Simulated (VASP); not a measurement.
# I (Cmce) in VASP: a series of runs

Aim: see how the results for I move with the level of theory and the settings. Levels: BLYP, LDA, PBE. Tasks: single point, relaxation of cell and atoms.

All numbers are computed with VASP 6.6.1; they aren't measurements. Logs are shortened: lines on timing, memory, paths and dates and some standing lists are left out, and cuts for length are marked.

## Step 1: The cell of the first run

It takes space group Cmce (No. 64, orthorhombic). Conventional cell: a = 7.270 Å, b = 4.790 Å, c = 9.793 Å, α = 90.00°, β = 90.00°, γ = 90.00°. I (site symmetry m) has 3 I at 2.68 to 3.56 Å within 3.6 Å.

## Step 2: Single point, BLYP

The input, INCAR:

```
AGGAC    = 1.0          
AGGAX    = 1.0          
ALDAC    = 0.0          
ALDAX    = 1.0          
ALGO     = Normal         # electronic algorithm
EDIFF    = 1E-6           # SCF threshold, eV
ENCUT    = 520            # plane-wave cutoff, eV
GGA      = B5             # functional
ISIF     = 2              # what is computed and relaxed
ISMEAR   = -1             # smearing method
LASPH    = True           # aspherical terms in the spheres
LCHARG   = False          # write CHGCAR
LREAL    = False          # projectors in reciprocal space
LWAVE    = False          # write WAVECAR
NBANDS   = 22             # bands
NELM     = 80             # most SCF steps
PREC     = Accurate       # precision mode
SIGMA    = 0.05           # smearing width, eV
```

The input, KPOINTS:

```
k-points
0
Gamma
  7 7 3
```

The input, POSCAR:

```
I
1.0
    3.6350350000     -2.3950200000      0.0000000000
    3.6350350000      2.3950200000      0.0000000000
    0.0000000000      0.0000000000      9.7934400000
I
4
Direct
    0.6493000000      0.3507000000      0.3844000000
    0.1493000000      0.8507000000      0.1156000000
    0.3507000000      0.6493000000      0.6156000000
    0.8507000000      0.1493000000      0.8844000000
```

Potentials or basis: VASP PAW PBE potentials, release 64 (I).

Run with:

```console
$ cat potpaw_PBE.64/I/POTCAR > POTCAR
$ mpirun -np 1 vasp_std > vasp.out
```

OUTCAR:

```text
EDIFF = 1E-6
   ENCUT = 520
   GGA = B5
   ISIF = 2
   ISMEAR = -1
   LASPH = True
   LREAL = False
   NELM = 80
   PREC = Accurate

 ion  position               nearest neighbor table
   1  0.649  0.351  0.384-   3 2.68   2 3.56   2 3.56
   2  0.149  0.851  0.116-   4 2.68   1 3.56   1 3.56
   3  0.351  0.649  0.616-   1 2.68   4 3.56   4 3.56
   4  0.851  0.149  0.884-   2 2.68   3 3.56   3 3.56

  LATTYP: Found a base centered orthorhombic cell.
 ALAT       =     4.7900400000
 B/A-ratio  =     1.5177472422
 C/A-ratio  =     2.0445424255

  Lattice vectors:

 A1 = (  -3.6350350000,  -2.3950200000,   0.0000000000)
 A2 = (   3.6350350000,  -2.3950200000,   0.0000000000)
 A3 = (   0.0000000000,   0.0000000000,   9.7934400000)

Analysis of symmetry for initial positions (statically):
=====================================================================
 Subroutine PRICEL returns:
 Original cell was already a primitive cell.

 Routine SETGRP: Setting up the symmetry group for a
 base centered orthorhombic supercell.

 Subroutine GETGRP returns: Found  8 space group operations
 (whereof  4 operations were pure point group operations)
 out of a pool of  8 trial point group operations.

The static configuration has the point symmetry C_2h.
 The point group associated with its full space group is D_2h.

Analysis of symmetry for dynamics (positions and initial velocities):
=====================================================================
 Subroutine PRICEL returns:
 Original cell was already a primitive cell.

 Routine SETGRP: Setting up the symmetry group for a
 base centered orthorhombic supercell.

 Subroutine GETGRP returns: Found  8 space group operations
 (whereof  4 operations were pure point group operations)
 out of a pool of  8 trial point group operations.

The dynamic configuration has the point symmetry C_2h.
 The point group associated with its full space group is D_2h.

 Subroutine INISYM returns: Found  8 space group operations
 (whereof  4 operations are pure point group operations),
 and found     1 'primitive' translations

----------------------------------------------------------------------------------------

                                     Primitive cell

  volume of cell :     170.5230

  direct lattice vectors                    reciprocal lattice vectors
     3.635035000 -2.395020000  0.000000000     0.137550257 -0.208766524  0.000000000
     3.635035000  2.395020000  0.000000000     0.137550257  0.208766524  0.000000000
     0.000000000  0.000000000  9.793440000     0.000000000  0.000000000  0.102109167

  length of vectors
     4.353113857  4.353113857  9.793440000     0.250007070  0.250007070  0.102109167

  position of ions in fractional coordinates (direct lattice)
     0.649300000  0.350700000  0.384400000
     0.149300000  0.850700000  0.115600000
     0.350700000  0.649300000  0.615600000
     0.850700000  0.149300000  0.884400000

  ion indices of the primitive-cell ions
   primitive index   ion index
                 1           1
                 2           2
                 3           3
                 4           4

----------------------------------------------------------------------------------------

 KPOINTS: k-points

Automatic generation of k-mesh.
 Grid dimensions read from file:
 generate k-points for:    7    7    3

 Generating k-lattice:

  Cartesian coordinates                     Fractional coordinates (reciprocal lattice)
     0.019650037 -0.029823789  0.000000000     0.142857143  0.000000000  0.000000000
     0.019650037  0.029823789  0.000000000     0.000000000  0.142857143  0.000000000
     0.000000000  0.000000000  0.034036389     0.000000000  0.000000000  0.333333333

  Length of vectors
     0.035715296  0.035715296  0.034036389

  Shift w.r.t. Gamma in fractional coordinates (k-lattice)
     0.000000000  0.000000000  0.000000000

 Subroutine IBZKPT returns following result:
 ===========================================

 Found     32 irreducible k-points:

 Following reciprocal coordinates:
            Coordinates               Weight
  0.000000  0.000000  0.000000      1.000000
  0.142857  0.000000  0.000000      4.000000
  0.285714  0.000000  0.000000      4.000000
  0.428571  0.000000  0.000000      4.000000
  0.142857  0.142857  0.000000      2.000000
  0.285714  0.142857  0.000000      4.000000
[... 16 lines left out ...]
  0.428571  0.142857  0.333333      8.000000
 -0.428571  0.142857  0.333333      8.000000
 [... further k-points ...]
   k-points           NKPTS =     32   k-points in BZ     NKDIM =     32   number of bands    NBANDS=     22
   number of dos      NEDOS =    301   number of ions     NIONS =      4
   total plane-waves  NPLWV =  81920
   dimension x,y,z NGX =    32 NGY =   32 NGZ =   80
   dimension x,y,z NGXF=    64 NGYF=   64 NGZF=  160
   ions per type =               4
   NGX,Y,Z   is equivalent  to a cutoff of  12.22, 12.22, 13.58 a.u.
   NGXF,Y,Z  is equivalent  to a cutoff of  24.44, 24.44, 27.16 a.u.
 SYSTEM =  unknown system
   PREC   = accura    normal or accurate (medium, high low for compatibility)
   ISTART =      0    job   : 0-new  1-cont  2-samecut
   ICHARG =      2    charge: 1-file 2-atom 10-const
   ISPIN  =      1    spin polarized calculation?
   LNONCOLLINEAR =      F non collinear calculations
   LSORBIT =      F    spin-orbit coupling
   LASPH  =      T    aspherical Exc in radial PAW
   ENCUT  =  520.0 eV  38.22 Ry    6.18 a.u.   8.09  8.09 18.21*2*pi/ulx,y,z
   NELM   =     80;   NELMIN=  2; NELMDL= -5     # of ELM steps
   EDIFF  = 0.1E-05   stopping-criterion for ELM
   LREAL  =      F    real-space projection
   EDIFFG = 0.1E-04   stopping-criterion for IOM
   NSW    =      0    number of steps for IOM
   IBRION =     -1    ionic relax: 0-MD 1-quasi-New 2-CG
   NFREE  =      0    steps in history (QN), initial steepest desc. (CG)
   ISIF   =      2    stress and relaxation
   ISYM   =      2    0-nonsym 1-usesym 2-fastsym
   POTIM  = 0.5000    time-step for ionic-motion
   TEBEG  =    0.0;   TEEND  =   0.0 temperature during run
   PSTRESS=    0.0 pullay stress
   NELECT =      28.0000    total number of electrons
   NUPDOWN=      -1.0000    fix difference up-down
   EMIN   =  10.00;   EMAX   =-10.00  energy-range for DOS
   EFERMI =   0.00;   METHOD = LEGACY
   ISMEAR =    -1;   SIGMA  =   0.05  broadening in eV -4-tet -1-fermi 0-gaus
   EFERMI_NEDOS =   21; number of points for ismear=-14 and -15
   IALGO  =     38    algorithm
   IMIX   =      4    mixing-type and parameters
     AMIX     =   0.40;   BMIX     =  1.00
     AMIX_MAG =   1.60;   BMIX_MAG =  1.00
  volume/ion in A,a.u.               =      42.63       287.69
  Fermi-wavevector in a.u.,A,eV,Ry     =   0.896465  1.694073 10.934307  0.803649
  Thomas-Fermi vector in A             =   2.018926
   LORBIT       =      0    0 simple, 1 ext, 2 COOP (PROOUT), +10 PAW based schemes
   GGA     = B5    functional components
   LHFCALC =     F    Hartree Fock is set to
   AEXX    =    0.0000 exact exchange contribution
   IVDW    =     0    specifies the selected vdW correction
   LEPSILON=     F    determine dielectric tensor
   LRPA    =     F    only Hartree local field effects (RPA)
 non-spin polarized calculation
  energy-cutoff  :      520.00
  volume of cell :      170.52
 maximum number of plane-waves:      4633
   NGX = 17   NGY = 17   NGZ = 37

 number of electron      28.0000001 magnetization

 Free energy of the ion-electron system (eV)
  ---------------------------------------------------
  ext. energy  EPLUGINS =         0.00000000
  ---------------------------------------------------
  free energy    TOTEN  =        -4.28775367 eV

  energy without entropy =       -4.28775320  energy(sigma->0) =       -4.28775343

 E-fermi :   3.5413     XC(G=0):  -7.5513

 val. band max:        2.8716909646   @ k =   0.0000   0.0000   0.0000
 cond. band min:       4.1956719620   @ k =   0.4286   0.4286   0.0000
 fundamental gap:      1.3239809975
 Fermi energy:         3.5413018239

 k-point     1 :       0.0000    0.0000    0.0000
  band No.  band energies     occupation
      1     -10.6854      2.00000
      2     -10.2294      2.00000
      3      -8.6327      2.00000
      4      -7.6928      2.00000
      5      -1.6137      2.00000
      6      -0.2738      2.00000
[... 14 lines left out ...]
     21      10.3654      0.00000
     22      10.4426      0.00000

 k-point     2 :       0.1429    0.0000    0.0000
  band No.  band energies     occupation
      1     -10.6235      2.00000
      2     -10.2046      2.00000
      3      -8.5848      2.00000
      4      -7.7428      2.00000
      5      -1.6015      2.00000
      6      -0.4270      2.00000
[... 14 lines left out ...]
     21      10.0265      0.00000
     22      10.3740      0.00000

 k-point     3 :       0.2857    0.0000    0.0000
  band No.  band energies     occupation
      1     -10.4638      2.00000
      2     -10.1599      2.00000
      3      -8.4564      2.00000
      4      -7.8835      2.00000
      5      -1.6103      2.00000
      6      -0.8936      2.00000
[... 14 lines left out ...]
     21      10.4050      0.00000
     22      11.1034      0.00000
[... 476 lines left out ...]
 k-point    23 :       0.4286    0.1429    0.3333
  band No.  band energies     occupation
      1     -10.3120      2.00000
      2     -10.1843      2.00000
      3      -8.2458      2.00000
      4      -8.0098      2.00000
      5      -1.4071      2.00000
      6      -1.0795      2.00000
[... 14 lines left out ...]
     21      10.3626      0.00000
     22      10.7097      0.00000

 k-point    24 :      -0.4286    0.1429    0.3333
  band No.  band energies     occupation
      1     -10.2127      2.00000
      2     -10.1832      2.00000
      3      -8.1926      2.00000
      4      -8.1418      2.00000
      5      -1.3619      2.00000
      6      -1.2849      2.00000
[... 14 lines left out ...]
     21      11.0549      0.00000
     22      11.4880      0.00000

 [... further k-points ...]

------------------------ aborting loop because EDIFF is reached ----------------------------------------

  FORCE on cell =-STRESS in cart. coord.  units (eV):
  Direction    XX          YY          ZZ          XY          YZ          ZX
  --------------------------------------------------------------------------------------
  -------------------------------------------------------------------------------------
  Total        2.8026163      3.7551879      6.0200753      0.0000000      0.0000000      0.0000000
  in kB       26.3324469     35.2824922     56.5626175      0.0000000      0.0000000      0.0000000
  external PRESSURE =      39.3925189 kB  Pullay stress =       0.0000000 kB

 VOLUME and BASIS-vectors are now :
 -----------------------------------------------------------------------------
  energy-cutoff  :      520.00
  volume of cell :      170.52
      direct lattice vectors                 reciprocal lattice vectors
     3.635035000 -2.395020000  0.000000000     0.137550257 -0.208766524  0.000000000
     3.635035000  2.395020000  0.000000000     0.137550257  0.208766524  0.000000000
     0.000000000  0.000000000  9.793440000     0.000000000  0.000000000  0.102109167

 POSITION                                       TOTAL-FORCE (eV/Angst)
 -----------------------------------------------------------------------------------
      3.63503     -0.71515      3.76460         0.000000     -0.568536     -0.966198
      3.63503      1.67987      1.13212         0.000000     -0.568536      0.966198
      3.63503      0.71515      6.02884         0.000000      0.568536      0.966198
      3.63503     -1.67987      8.66132         0.000000      0.568536     -0.966198
 -----------------------------------------------------------------------------------
    total drift:                               -0.000000     -0.000000      0.000000

  FREE ENERGIE OF THE ION-ELECTRON SYSTEM (eV)
  ---------------------------------------------------
  free  energy   TOTEN  =        -4.2877536680 eV

  energy  without entropy=       -4.2877531982  energy(sigma->0) =       -4.28775343
```

It took 2.9 min on 1 thread of Intel Xeon 8259CL, shared host; peak memory 0.31 GiB.

Results:

```
Free energy            : -4.2878 eV
Pressure               : 3.9 GPa
Largest force          : 1.121 eV/Å
Band gap on the k mesh : 1.32 eV (least direct gap 1.41 eV)
```

Forces in eV/Å, atoms in the order of the input:
```
I    0.000 -0.569 -0.966
I    0.000 -0.569  0.966
I    0.000  0.569  0.966
I    0.000  0.569 -0.966
```

Stress tensor (GPa, compression positive):
```
2.63 0.00 0.00
0.00 3.53 0.00
0.00 0.00 5.66
```

Levels at points of the mesh, in eV from the valence-band top:
| k point | band 11 | band 12 | band 13 | band 14 | band 15 | band 16 | band 17 | band 18 |
| --- | --- | --- | --- | --- | --- | --- | --- | --- |
| (0.00, 0.00, 0.00) | -1.09 | -0.53 | -0.07 | 0.00 | 1.41 | 2.23 | 5.43 | 5.44 |

Caveat: the cell stands under pressure; this functional lacks dispersion, which holds the molecules together, so the pressure and a relaxed volume are unreliable; the PAW data sets were made with another functional, which shifts forces and pressure a little; spin-orbit coupling is left out, which moves the levels of the heavy elements; an odd mesh through Γ misses points on the zone boundary, where band edges can lie.

[end of part 1 of 2]
